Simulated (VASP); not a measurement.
# Ni2Ge (P6_3/mmc) in VASP: a series of runs

Runs on Ni2Ge. Level: PBEsol. Tasks: single point.

All numbers are computed with VASP 6.6.1; they aren't measurements. Logs are shortened: lines on timing, memory, paths and dates and some standing lists are left out, and cuts for length are marked.

**1. The cell of the first run**

The structure is hexagonal, space group P6_3/mmc (No. 194). The conventional cell has a = 4.051 Å, b = 4.051 Å, c = 4.951 Å, α = 90.00°, β = 90.00°, γ = 120.00°. Within 3.1 Å of Ni (site symmetry -6m2) lie 5 Ge at 2.34 to 2.48 Å and 6 Ni at 2.65 Å. Ni (site symmetry -3m) has 8 Ni at 2.48 to 2.65 Å and 6 Ge at 2.65 Å within 3.3 Å. Ge (site symmetry -6m2) has 11 Ni at 2.34 to 2.65 Å within 3.1 Å.

**2. Single point, PBEsol (biaxial strain in the a-b plane: +2.0 %, then relaxed in part)**

File INCAR:

```
SYSTEM = Ni2Ge
PREC     = Accurate       ! precision mode
ENCUT    = 520            ! plane-wave cutoff, eV
EDIFF    = 1E-6           ! SCF threshold, eV
ISMEAR   = 0              ! smearing method
SIGMA    = 0.1            ! smearing width, eV
LREAL    = .FALSE.        ! projectors in reciprocal space
LASPH    = .TRUE.         ! aspherical terms in the spheres
NELM     = 100            ! most SCF steps
ALGO     = Fast           ! electronic algorithm
ISIF     = 2              ! what is computed and relaxed
LWAVE    = .FALSE.        ! write WAVECAR
LCHARG   = .FALSE.        ! write CHGCAR
GGA      = PS             ! functional
NBANDS   = 43             ! bands
```

File KPOINTS:

```
regular mesh
0
G
  12 12 8
  0 0 0
```

File POSCAR:

```
Ni2Ge
1.0
    4.0514020972      0.0000000000      0.0000000000
   -2.0257010486      3.5086171372      0.0000000000
    0.0000000000      0.0000000000      4.9513135444
Ni Ge
4 2
Direct
    0.6666666667      0.3333333333      0.2500000000
    0.3333333333      0.6666666667      0.7500000000
    0.0000000000      0.0000000000      0.0000000000
    0.0000000000      0.0000000000      0.5000000000
    0.6666666667      0.3333333333      0.7500000000
    0.3333333333      0.6666666667      0.2500000000
```

Potentials or basis: VASP PAW PBE potentials, release 64 (Ni, Ge_d).

On the command line:

```console
> cat potpaw_PBE.64/Ni/POTCAR potpaw_PBE.64/Ge_d/POTCAR > POTCAR
> mpirun -np 1 vasp_std > vasp.out
```

OUTCAR:

```text
SYSTEM = Ni2Ge
   PREC = Accurate
   ENCUT = 520
   EDIFF = 1E-6
   ISMEAR = 0
   LREAL = .FALSE.
   LASPH = .TRUE.
   NELM = 100
   ISIF = 2
   GGA = PS

 ion  position               nearest neighbor table
   1  0.667  0.333  0.250-   6 2.34   6 2.34   6 2.34   5 2.48   5 2.48   3 2.65   4 2.65   3 2.65
                             4 2.65   3 2.65   4 2.65
   2  0.333  0.667  0.750-   5 2.34   5 2.34   5 2.34   6 2.48   6 2.48   3 2.65   4 2.65   4 2.65
                             3 2.65   4 2.65   3 2.65
   3  0.000  0.000  0.000-   4 2.48   4 2.48   1 2.65   5 2.65   6 2.65   2 2.65   1 2.65   5 2.65
                             2 2.65   6 2.65   1 2.65   5 2.65   2 2.65   6 2.65
   4  0.000  0.000  0.500-   3 2.48   3 2.48   1 2.65   5 2.65   6 2.65   2 2.65   1 2.65   5 2.65
                             2 2.65   6 2.65   1 2.65   5 2.65   2 2.65   6 2.65
   5  0.667  0.333  0.750-   2 2.34   2 2.34   2 2.34   1 2.48   1 2.48   3 2.65   4 2.65   3 2.65
                             4 2.65   3 2.65   4 2.65
   6  0.333  0.667  0.250-   1 2.34   1 2.34   1 2.34   2 2.48   2 2.48   3 2.65   4 2.65   4 2.65
                             3 2.65   4 2.65   3 2.65

  LATTYP: Found a hexagonal cell.
 ALAT       =     4.0514020972
 C/A-ratio  =     1.2221234589

  Lattice vectors:

 A1 = (   4.0514020972,   0.0000000000,   0.0000000000)
 A2 = (  -2.0257010486,   3.5086171372,   0.0000000000)
 A3 = (   0.0000000000,   0.0000000000,   4.9513135444)

Analysis of symmetry for initial positions (statically):
=====================================================================
 Subroutine PRICEL returns:
 Original cell was already a primitive cell.

 Routine SETGRP: Setting up the symmetry group for a
 hexagonal supercell.

 Subroutine GETGRP returns: Found 24 space group operations
 (whereof 12 operations were pure point group operations)
 out of a pool of 24 trial point group operations.

The static configuration has the point symmetry D_3d.
 The point group associated with its full space group is D_6h.

Analysis of symmetry for dynamics (positions and initial velocities):
=====================================================================
 Subroutine PRICEL returns:
 Original cell was already a primitive cell.

 Routine SETGRP: Setting up the symmetry group for a
 hexagonal supercell.

 Subroutine GETGRP returns: Found 24 space group operations
 (whereof 12 operations were pure point group operations)
 out of a pool of 24 trial point group operations.

The dynamic configuration has the point symmetry D_3d.
 The point group associated with its full space group is D_6h.

 Subroutine INISYM returns: Found 24 space group operations
 (whereof 12 operations are pure point group operations),
 and found     1 'primitive' translations

----------------------------------------------------------------------------------------

                                     Primitive cell

  volume of cell :      70.3820

  direct lattice vectors                    reciprocal lattice vectors
     4.051402097  0.000000000  0.000000000     0.246828129  0.142506287  0.000000000
    -2.025701049  3.508617137  0.000000000     0.000000000  0.285012574  0.000000000
     0.000000000  0.000000000  4.951313544     0.000000000  0.000000000  0.201966608

  length of vectors
     4.051402097  4.051402097  4.951313544     0.285012574  0.285012574  0.201966608

  position of ions in fractional coordinates (direct lattice)
     0.666666667  0.333333333  0.250000000
     0.333333333  0.666666667  0.750000000
     0.000000000  0.000000000  0.000000000
     0.000000000  0.000000000  0.500000000
     0.666666667  0.333333333  0.750000000
     0.333333333  0.666666667  0.250000000

  ion indices of the primitive-cell ions
   primitive index   ion index
                 1           1
                 2           2
                 3           3
                 4           4
                 5           5
                 6           6

----------------------------------------------------------------------------------------

 KPOINTS: regular mesh

Automatic generation of k-mesh.
 Grid dimensions read from file:
 generate k-points for:   12   12    8

 Generating k-lattice:

  Cartesian coordinates                     Fractional coordinates (reciprocal lattice)
     0.020569011  0.011875524  0.000000000     0.083333333 -0.000000000  0.000000000
     0.000000000  0.023751048  0.000000000     0.000000000  0.083333333  0.000000000
     0.000000000  0.000000000  0.025245826     0.000000000  0.000000000  0.125000000

  Length of vectors
     0.023751048  0.023751048  0.025245826

  Shift w.r.t. Gamma in fractional coordinates (k-lattice)
     0.000000000  0.000000000  0.000000000

 Subroutine IBZKPT returns following result:
 ===========================================

 Found     95 irreducible k-points:

 Following reciprocal coordinates:
            Coordinates               Weight
  0.000000  0.000000  0.000000      1.000000
  0.083333 -0.000000  0.000000      6.000000
  0.166667  0.000000  0.000000      6.000000
  0.250000  0.000000  0.000000      6.000000
  0.333333  0.000000  0.000000      6.000000
  0.416667  0.000000  0.000000      6.000000
[... 16 lines left out ...]
  0.250000  0.000000  0.125000     12.000000
  0.333333  0.000000  0.125000     12.000000
 [... further k-points ...]
   k-points           NKPTS =     95   k-points in BZ     NKDIM =     95   number of bands    NBANDS=     43
   number of dos      NEDOS =    301   number of ions     NIONS =      6
   total plane-waves  NPLWV =  36000
   dimension x,y,z NGX =    30 NGY =   30 NGZ =   40
   dimension x,y,z NGXF=    60 NGYF=   60 NGZF=   80
   ions per type =               4   2
   NGX,Y,Z   is equivalent  to a cutoff of  12.31, 12.31, 13.43 a.u.
   NGXF,Y,Z  is equivalent  to a cutoff of  24.62, 24.62, 26.86 a.u.
 SYSTEM =  Ni2Ge
   PREC   = accura    normal or accurate (medium, high low for compatibility)
   ISTART =      0    job   : 0-new  1-cont  2-samecut
   ICHARG =      2    charge: 1-file 2-atom 10-const
   ISPIN  =      1    spin polarized calculation?
   LNONCOLLINEAR =      F non collinear calculations
   LSORBIT =      F    spin-orbit coupling
   LASPH  =      T    aspherical Exc in radial PAW
   ENCUT  =  520.0 eV  38.22 Ry    6.18 a.u.   7.53  7.53  9.21*2*pi/ulx,y,z
   NELM   =    100;   NELMIN=  2; NELMDL= -5     # of ELM steps
   EDIFF  = 0.1E-05   stopping-criterion for ELM
   LREAL  =      F    real-space projection
   EDIFFG = 0.1E-04   stopping-criterion for IOM
   NSW    =      0    number of steps for IOM
   IBRION =     -1    ionic relax: 0-MD 1-quasi-New 2-CG
   NFREE  =      0    steps in history (QN), initial steepest desc. (CG)
   ISIF   =      2    stress and relaxation
   ISYM   =      2    0-nonsym 1-usesym 2-fastsym
   POTIM  = 0.5000    time-step for ionic-motion
   TEBEG  =    0.0;   TEEND  =   0.0 temperature during run
   PSTRESS=    0.0 pullay stress
   NELECT =      68.0000    total number of electrons
   NUPDOWN=      -1.0000    fix difference up-down
   EMIN   =  10.00;   EMAX   =-10.00  energy-range for DOS
   EFERMI =   0.00;   METHOD = LEGACY
   ISMEAR =     0;   SIGMA  =   0.10  broadening in eV -4-tet -1-fermi 0-gaus
   EFERMI_NEDOS =   21; number of points for ismear=-14 and -15
   IALGO  =     68    algorithm
   IMIX   =      4    mixing-type and parameters
     AMIX     =   0.40;   BMIX     =  1.00
     AMIX_MAG =   1.60;   BMIX_MAG =  1.00
  volume/ion in A,a.u.               =      11.73        79.16
  Fermi-wavevector in a.u.,A,eV,Ry     =   1.618417  3.058365 35.637400  2.619275
  Thomas-Fermi vector in A             =   2.712684
   LORBIT       =      0    0 simple, 1 ext, 2 COOP (PROOUT), +10 PAW based schemes
   GGA     = PS    functional components
   LHFCALC =     F    Hartree Fock is set to
   AEXX    =    0.0000 exact exchange contribution
   IVDW    =     0    specifies the selected vdW correction
   LEPSILON=     F    determine dielectric tensor
   LRPA    =     F    only Hartree local field effects (RPA)
 non-spin polarized calculation
 RMM-DIIS sequential band-by-band and
 Gauss-broadening in eV      SIGMA  =   0.10
  energy-cutoff  :      520.00
  volume of cell :       70.38
 maximum number of plane-waves:      1916
   NGX = 15   NGY = 15   NGZ = 19

 number of electron      67.9999949 magnetization

 Free energy of the ion-electron system (eV)
  ---------------------------------------------------
  ext. energy  EPLUGINS =         0.00000000
  ---------------------------------------------------
  free energy    TOTEN  =       -36.41270492 eV

  energy without entropy =      -36.39323410  energy(sigma->0) =      -36.40296951

 E-fermi :   9.9156     XC(G=0): -13.3497

 val. band max:        9.9153038521   @ k =   0.2500   0.1667   0.3750
 cond. band min:       9.9168383712   @ k =   0.2500   0.1667   0.1250
 fundamental gap:      0.0015345191
 Fermi energy:         9.9155778305

 k-point     1 :       0.0000    0.0000    0.0000
  band No.  band energies     occupation
      1     -14.8553      2.00000
      2     -14.8444      2.00000
      3     -14.8226      2.00000
      4     -14.8226      2.00000
      5     -14.7899      2.00000
      6     -14.7899      2.00000
[... 35 lines left out ...]
     42      14.3954      0.00000
     43      18.5120      0.00000

 k-point     2 :       0.0833   -0.0000    0.0000
  band No.  band energies     occupation
      1     -14.8549      2.00000
      2     -14.8443      2.00000
      3     -14.8229      2.00000
      4     -14.8223      2.00000
      5     -14.7905      2.00000
      6     -14.7896      2.00000
[... 35 lines left out ...]
     42      14.6751      0.00000
     43      18.0474      0.00000

 k-point     3 :       0.1667    0.0000    0.0000
  band No.  band energies     occupation
      1     -14.8540      2.00000
      2     -14.8441      2.00000
      3     -14.8238      2.00000
      4     -14.8214      2.00000
      5     -14.7921      2.00000
      6     -14.7899      2.00000
[... 919 lines left out ...]
      6     -14.7921      2.00000
[... 35 lines left out ...]
     42      16.5423      0.00000
     43      17.9390      0.00000

 k-point    24 :       0.3333    0.0000    0.1250
  band No.  band energies     occupation
      1     -14.8502      2.00000
      2     -14.8436      2.00000
      3     -14.8248      2.00000
      4     -14.8189      2.00000
      5     -14.7972      2.00000
      6     -14.7928      2.00000
[... 35 lines left out ...]
     42      17.3653      0.00000
     43      18.1310      0.00000

 [... further k-points ...]
[... 5 lines left out ...]
  --------------------------------------------------------------------------------------
  -------------------------------------------------------------------------------------
  Total       -3.5558601     -3.5558601      0.0147905     -0.0000000      0.0000000      0.0000000
  in kB      -80.9456458    -80.9456458      0.3366919     -0.0000000      0.0000000      0.0000000
  external PRESSURE =     -53.8515332 kB  Pullay stress =       0.0000000 kB

 VOLUME and BASIS-vectors are now :
 -----------------------------------------------------------------------------
  energy-cutoff  :      520.00
  volume of cell :       70.38
      direct lattice vectors                 reciprocal lattice vectors
     4.051402097  0.000000000  0.000000000     0.246828129  0.142506287  0.000000000
    -2.025701049  3.508617137  0.000000000     0.000000000  0.285012574  0.000000000
     0.000000000  0.000000000  4.951313544     0.000000000  0.000000000  0.201966608

 POSITION                                       TOTAL-FORCE (eV/Angst)
 -----------------------------------------------------------------------------------
      2.02570      1.16954      1.23783         0.000000     -0.000000      0.000000
     -0.00000      2.33908      3.71349        -0.000000      0.000000      0.000000
      0.00000      0.00000      0.00000        -0.000000      0.000000      0.000000
      0.00000      0.00000      2.47566        -0.000000      0.000000      0.000000
      2.02570      1.16954      3.71349        -0.000000     -0.000000      0.000000
     -0.00000      2.33908      1.23783        -0.000000      0.000000      0.000000
 -----------------------------------------------------------------------------------
    total drift:                               -0.000000      0.000000     -0.000000

  FREE ENERGIE OF THE ION-ELECTRON SYSTEM (eV)
  ---------------------------------------------------
  free  energy   TOTEN  =       -36.4127049205 eV

  energy  without entropy=      -36.3932341025  energy(sigma->0) =      -36.40296951
```

It took 6.8 min on 1 thread of Intel Xeon 6975P-C, shared host; peak memory 0.35 GiB.

Results:

- Free energy: -36.4127 eV
- Pressure: -5.4 GPa
- Band gap on the k mesh: zero (band 34 reaches 11.82 eV, above the bottom of band 35 at 9.40 eV)

Stress tensor (GPa, compression positive):
```
-8.09  0.00  0.00
 0.00 -8.09  0.00
 0.00  0.00  0.03
```

Caveat: the cell differs from its parent crystal (biaxial strain in the a-b plane: +2.0 %, then relaxed in part); the PAW data sets were made with another functional, which shifts forces and pressure a little.

**3. Single point, PBEsol (biaxial strain in the a-b plane: +2.0 %)**

File INCAR:

```
SYSTEM = Ni2Ge
ALGO     = Fast           ! electronic algorithm
EDIFF    = 1E-6           ! SCF threshold, eV
ENCUT    = 520            ! plane-wave cutoff, eV
GGA      = PS             ! functional
ISIF     = 2              ! what is computed and relaxed
ISMEAR   = 0              ! smearing method
LASPH    = .TRUE.         ! aspherical terms in the spheres
LCHARG   = .FALSE.        ! write CHGCAR
LREAL    = .FALSE.        ! projectors in reciprocal space
LWAVE    = .FALSE.        ! write WAVECAR
NBANDS   = 43             ! bands
NELM     = 60             ! most SCF steps
PREC     = Accurate       ! precision mode
SIGMA    = 0.1            ! smearing width, eV
```

File KPOINTS:

```
k-points
0
G
  12 12 8
  0 0 0
```

Changes to POSCAR since step 2:

```diff
@@ -4,3 +4,3 @@
    -2.0257010486      3.5086171372      0.0000000000
-    0.0000000000      0.0000000000      4.9513135444
+    0.0000000000      0.0000000000      4.9538907172
 Ni Ge
```

Potentials or basis: VASP PAW PBE potentials, release 64 (Ni, Ge_d).

On the command line:

```console
> cat potpaw_PBE.64/Ni/POTCAR potpaw_PBE.64/Ge_d/POTCAR > POTCAR
> mpirun -np 1 vasp_std > vasp.out
```

Wall time 6.7 min (1 thread of Intel Xeon 6975P-C, shared host); peak memory 0.35 GiB.

The run converged. Its results:

| Property | Result |
| --- | --- |
| Free energy | -36.4127 eV |
| Pressure | -5.5 GPa |
| Band gap on the k mesh | zero (band 34 reaches 11.82 eV, above the bottom of band 35 at 9.39 eV) |

Stress tensor (GPa, compression positive):
```
-8.12  0.00  0.00
 0.00 -8.12  0.00
 0.00  0.00 -0.12
```

Levels at points of the mesh, in eV from the Fermi level:
```
           k point  band 30  band 31  band 32  band 33  band 34  band 35  band 36  band 37  band 38  band 39
(0.00, 0.00, 0.00)    -1.02    -0.59    -0.59     0.23     1.81     2.49     2.49     2.65     2.65     3.01
(0.50, 0.00, 0.00)    -1.24    -1.14    -1.06    -0.96    -0.62    -0.46     0.65     1.68     2.82     3.52
(0.00, 0.00, 0.50)    -1.10    -1.10    -1.10     1.23     1.23     3.07     3.07     3.07     3.07     4.55
(0.50, 0.00, 0.50)    -1.43    -1.17    -1.17    -0.80    -0.80     0.87     0.87     2.30     2.30     6.23
```

Caveat: the cell differs from its parent crystal (biaxial strain in the a-b plane: +2.0 %); the PAW data sets were made with another functional, which shifts forces and pressure a little.
